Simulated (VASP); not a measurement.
# ZnS (Imm2) in VASP: a series of runs

Runs on ZnS. Level: r2SCAN. Tasks: single point.

Everything below comes from runs of VASP 6.6.1. Logs are shortened: lines on timing, memory, paths and dates and some standing lists are left out, and cuts for length are marked.

## (1) The cell of the first run

Symmetry: Imm2, No. 44, orthorhombic system. The conventional cell has a = 3.763 Å, b = 3.858 Å, c = 5.389 Å, α = 90.00°, β = 90.00°, γ = 90.00°. Zn (site symmetry mm2) has 4 S at 2.31 to 2.35 Å within 3.1 Å. Within 3.1 Å of S (site symmetry mm2) lie 4 Zn at 2.31 to 2.35 Å.

## (2) Single point, r2SCAN (strain +0.0250 x Voigt [0, 0, 0, 0, 1, 0])

POSCAR

```
ZnS
1.0
    0.0336814149      2.6945131942      2.6945131942
    2.7281946091      0.0000000000      2.7281946091
    2.6945131942      2.6945131942      0.0336814149
Zn S
1 1
Direct
    0.0000000000      0.0000000000      0.0000000000
    0.7500000000      0.7500000000      0.7500000000
```

INCAR.step1

```
SYSTEM = ZnS
ALGO = Normal
EDIFF = 1E-4
ENCUT = 520
GGA = PE
ISMEAR = 0
LASPH = .TRUE.
LCHARG = .FALSE.
LREAL = .FALSE.
LWAVE = .TRUE.
NBANDS = 16
NELM = 100
PREC = Accurate
SIGMA = 0.05
```

INCAR.step2

```
SYSTEM = ZnS
ALGO = Normal
EDIFF = 1E-6
ENCUT = 520
ISIF = 2
ISMEAR = 0
ISTART = 1
LASPH = .TRUE.
LCHARG = .FALSE.
LMIXTAU = .TRUE.
LREAL = .FALSE.
LWAVE = .FALSE.
METAGGA = R2SCAN
NBANDS = 16
NELM = 100
PREC = Accurate
SIGMA = 0.05
```

KPOINTS

```
k-points
0
G
  8 8 8
  0 0 0
```

Potentials or basis: VASP PAW PBE potentials, release 64 (Zn, S).

Started as:

```console
cat potpaw_PBE.64/Zn/POTCAR potpaw_PBE.64/S/POTCAR > POTCAR
cp INCAR.step1 INCAR
mpirun -np 1 vasp_std > vasp.out
cp INCAR.step2 INCAR
mpirun -np 1 vasp_std > vasp.out
```

OUTCAR:

```text
SYSTEM = ZnS
   EDIFF = 1E-6
   ENCUT = 520
   ISIF = 2
   ISMEAR = 0
   ISTART = 1
   LASPH = .TRUE.
   LREAL = .FALSE.
   METAGGA = R2SCAN
   NELM = 100
   PREC = Accurate

 ion  position               nearest neighbor table
   1  0.000  0.000  0.000-   2 2.31   2 2.31   2 2.35   2 2.35
   2  0.750  0.750  0.750-   1 2.31   1 2.31   1 2.35   1 2.35

  LATTYP: Found a body centered orthorhombic cell.
 ALAT       =     3.7629843895
 B/A-ratio  =     1.0253164557
 C/A-ratio  =     1.4321149999

  Lattice vectors:

 A1 = (   0.0336814149,  -2.6945131942,   2.6945131942)
 A2 = (  -0.0336814149,  -2.6945131942,  -2.6945131942)
 A3 = (   2.6945131942,   2.6945131942,   0.0336814149)

Analysis of symmetry for initial positions (statically):
=====================================================================
 Subroutine PRICEL returns:
 Original cell was already a primitive cell.

 Routine SETGRP: Setting up the symmetry group for a
 body centered orthorhombic supercell.

 Subroutine GETGRP returns: Found  4 space group operations
 (whereof  4 operations were pure point group operations)
 out of a pool of  8 trial point group operations.

The static configuration has the point symmetry C_2v.

Analysis of symmetry for dynamics (positions and initial velocities):
=====================================================================
 Subroutine PRICEL returns:
 Original cell was already a primitive cell.

 Routine SETGRP: Setting up the symmetry group for a
 body centered orthorhombic supercell.

 Subroutine GETGRP returns: Found  4 space group operations
 (whereof  4 operations were pure point group operations)
 out of a pool of  8 trial point group operations.

The dynamic configuration has the point symmetry C_2v.

 Subroutine INISYM returns: Found  4 space group operations
 (whereof  4 operations are pure point group operations),
 and found     1 'primitive' translations

----------------------------------------------------------------------------------------

                                     Primitive cell

  volume of cell :      39.1204

  direct lattice vectors                    reciprocal lattice vectors
     0.033681415  2.694513194  2.694513194    -0.187911165  0.185562276  0.187911165
     2.728194609  0.000000000  2.728194609     0.183271383 -0.185562276  0.183271383
     2.694513194  2.694513194  0.033681415     0.187911165  0.185562276 -0.187911165

  length of vectors
     3.810765953  3.858249817  3.810765953     0.324121228  0.318763483  0.324121228

[... 81 lines left out ...]
   LREAL  =      F    real-space projection
   EDIFFG = 0.1E-04   stopping-criterion for IOM
   NSW    =      0    number of steps for IOM
   IBRION =     -1    ionic relax: 0-MD 1-quasi-New 2-CG
   NFREE  =      0    steps in history (QN), initial steepest desc. (CG)
   ISIF   =      2    stress and relaxation
   ISYM   =      2    0-nonsym 1-usesym 2-fastsym
   POTIM  = 0.5000    time-step for ionic-motion
   TEBEG  =    0.0;   TEEND  =   0.0 temperature during run
   PSTRESS=    0.0 pullay stress
   NELECT =      18.0000    total number of electrons
   NUPDOWN=      -1.0000    fix difference up-down
   EMIN   =  10.00;   EMAX   =-10.00  energy-range for DOS
   EFERMI =   0.00;   METHOD = LEGACY
   ISMEAR =     0;   SIGMA  =   0.05  broadening in eV -4-tet -1-fermi 0-gaus
   EFERMI_NEDOS =   21; number of points for ismear=-14 and -15
   IALGO  =     38    algorithm
   IMIX   =      4    mixing-type and parameters
     AMIX     =   0.40;   BMIX     =  1.00
     AMIX_MAG =   1.60;   BMIX_MAG =  1.00
  volume/ion in A,a.u.               =      19.56       132.00
  Fermi-wavevector in a.u.,A,eV,Ry     =   1.263857  2.388344 21.733059  1.597335
  Thomas-Fermi vector in A             =   2.397192
   LORBIT       =      0    0 simple, 1 ext, 2 COOP (PROOUT), +10 PAW based schemes
   METAGGA = R2SCAN    functional components
   LHFCALC =     F    Hartree Fock is set to
   AEXX    =    0.0000 exact exchange contribution
   IVDW    =     0    specifies the selected vdW correction
   LEPSILON=     F    determine dielectric tensor
   LRPA    =     F    only Hartree local field effects (RPA)
 non-spin polarized calculation
 Gauss-broadening in eV      SIGMA  =   0.05
  energy-cutoff  :      520.00
  volume of cell :       39.12
 maximum number of plane-waves:      1071
   NGX = 15   NGY = 15   NGZ = 15

 number of electron      18.0000012 magnetization

 Free energy of the ion-electron system (eV)
  ---------------------------------------------------
  ext. energy  EPLUGINS =         0.00000000
  ---------------------------------------------------
  free energy    TOTEN  =       -18.86091419 eV

  energy without entropy =      -18.86091419  energy(sigma->0) =      -18.86091419

 E-fermi :   2.1791     XC(G=0): -10.3269

 val. band max:        1.9607058902   @ k =   0.0000   0.0000   0.0000
 cond. band min:       4.6175906412   @ k =   0.0000   0.0000   0.0000
 fundamental gap:      2.6568847509
 Fermi energy:         2.1790549685

 k-point     1 :       0.0000    0.0000    0.0000
  band No.  band energies     occupation
      1     -11.8270      2.00000
      2      -4.6345      2.00000
      3      -4.6246      2.00000
      4      -4.6140      2.00000
      5      -4.0669      2.00000
      6      -4.0663      2.00000
[... 433 lines left out ...]
      3      -4.4076      2.00000
      4      -4.3883      2.00000
      5      -4.0710      2.00000
      6      -4.0161      2.00000
[... 8 lines left out ...]
     15      15.6735      0.00000
     16      18.2174      0.00000

 [... further k-points ...]

------------------------ aborting loop because EDIFF is reached ----------------------------------------

  FORCE on cell =-STRESS in cart. coord.  units (eV):
  Direction    XX          YY          ZZ          XY          YZ          ZX
  --------------------------------------------------------------------------------------
  -------------------------------------------------------------------------------------
  Total        0.0297621      0.0132260      0.0297621     -0.0000000      0.0000000     -0.4451162
  in kB        1.2189071      0.5416698      1.2189071     -0.0000000      0.0000000    -18.2297588
  external PRESSURE =       0.9931613 kB  Pullay stress =       0.0000000 kB

 VOLUME and BASIS-vectors are now :
 -----------------------------------------------------------------------------
  energy-cutoff  :      520.00
  volume of cell :       39.12
      direct lattice vectors                 reciprocal lattice vectors
     0.033681415  2.694513194  2.694513194    -0.187911165  0.185562276  0.187911165
     2.728194609  0.000000000  2.728194609     0.183271383 -0.185562276  0.183271383
     2.694513194  2.694513194  0.033681415     0.187911165  0.185562276 -0.187911165

 POSITION                                       TOTAL-FORCE (eV/Angst)
 -----------------------------------------------------------------------------------
      0.00000      0.00000      0.00000         0.000000     -0.141221      0.000000
      4.09229      4.04177      4.09229        -0.000000      0.141221     -0.000000
 -----------------------------------------------------------------------------------
    total drift:                                0.000161      0.005472      0.000161

  FREE ENERGIE OF THE ION-ELECTRON SYSTEM (eV)
  ---------------------------------------------------
  free  energy   TOTEN  =       -18.8609141873 eV

  energy  without entropy=      -18.8609141873  energy(sigma->0) =      -18.86091419
```

OUTCAR.step1:

```text
SYSTEM = ZnS
   EDIFF = 1E-4
   ENCUT = 520
   GGA = PE
   ISMEAR = 0
   LASPH = .TRUE.
   LREAL = .FALSE.
[... 678 lines left out ...]
      0.00000      0.00000      0.00000         0.000000     -0.151709      0.000000
      4.09229      4.04177      4.09229        -0.000000      0.151709     -0.000000
 -----------------------------------------------------------------------------------
    total drift:                               -0.000003      0.000254     -0.000003

  FREE ENERGIE OF THE ION-ELECTRON SYSTEM (eV)
  ---------------------------------------------------
  free  energy   TOTEN  =        -6.8372065391 eV

  energy  without entropy=       -6.8372065391  energy(sigma->0) =       -6.83720654
```

OSZICAR.step1:

```text
N       E                     dE             d eps       ncg     rms          rms(c)
DAV:   1     0.889790684460E+02    0.88979E+02   -0.89871E+03  3048   0.136E+03
DAV:   2    -0.140149724981E+01   -0.90381E+02   -0.84381E+02  3512   0.260E+02
DAV:   3    -0.720569554441E+01   -0.58042E+01   -0.57813E+01  3816   0.642E+01
DAV:   4    -0.726530453912E+01   -0.59609E-01   -0.59598E-01  3712   0.674E+00
DAV:   5    -0.726600473336E+01   -0.70019E-03   -0.70018E-03  3864   0.704E-01    0.700E+00
DAV:   6    -0.685826923302E+01    0.40774E+00   -0.73630E-01  4608   0.301E+01    0.546E+00
DAV:   7    -0.683753982491E+01    0.20729E-01   -0.25382E-01  3728   0.456E+00    0.276E+00
DAV:   8    -0.683681750432E+01    0.72232E-03   -0.52365E-03  3960   0.899E-01    0.719E-01
DAV:   9    -0.683704626775E+01   -0.22876E-03   -0.12689E-03  3728   0.283E-01    0.968E-02
DAV:  10    -0.683721607053E+01   -0.16980E-03   -0.23644E-04  3808   0.124E-01    0.439E-02
DAV:  11    -0.683720653911E+01    0.95314E-05   -0.30686E-05  1952   0.613E-02
   1 F= -.68372065E+01 E0= -.68372065E+01  d E =-.387911E-14
```

Run time: 84 s. Hardware: 1 thread of Intel Xeon 6975P-C (Granite Rapids), shared host; peak memory 0.2 GiB.

Results:

```yaml
Free_energy: -18.8609 eV
Pressure: 0.1 GPa
Largest_force: 0.141 eV/Å
Band_gap_on_the_k_mesh: 2.66 eV, direct
```

Forces in eV/Å, atoms in the order of the input:
```
Zn   0.000 -0.141  0.000
S    0.000  0.141  0.000
```

Stress tensor (GPa, compression positive):
```
 0.12  0.00 -1.82
 0.00  0.05  0.00
-1.82  0.00  0.12
```

Levels at points of the mesh, in eV from the valence-band top:
| k point | band 5 | band 6 | band 7 | band 8 | band 9 | band 10 | band 11 | band 12 | band 13 | band 14 |
| --- | --- | --- | --- | --- | --- | --- | --- | --- | --- | --- |
| (0.00, 0.00, 0.00) | -6.03 | -6.03 | -0.10 | -0.05 | 0.00 | 2.66 | 6.67 | 6.86 | 7.03 | 12.27 |
| (0.50, 0.00, 0.00) | -6.00 | -5.82 | -5.51 | -1.01 | -0.99 | 3.70 | 7.19 | 7.37 | 9.43 | 12.84 |
| (0.00, 0.50, 0.00) | -6.00 | -5.84 | -5.49 | -0.91 | -0.89 | 3.87 | 7.31 | 7.49 | 9.36 | 12.88 |
| (0.50, 0.50, 0.00) | -5.95 | -5.81 | -4.70 | -2.36 | -2.36 | 3.66 | 4.43 | 11.72 | 12.81 | 12.89 |
| (0.50, 0.00, 0.50) | -5.95 | -5.81 | -4.70 | -2.49 | -2.23 | 3.62 | 4.47 | 11.78 | 12.81 | 12.86 |

Caveat: the cell differs from its parent crystal (strain +0.0250 x Voigt [0, 0, 0, 0, 1, 0]); the PAW data sets were made with another functional, which shifts forces and pressure a little.

(Continued in part 2 of 2.)
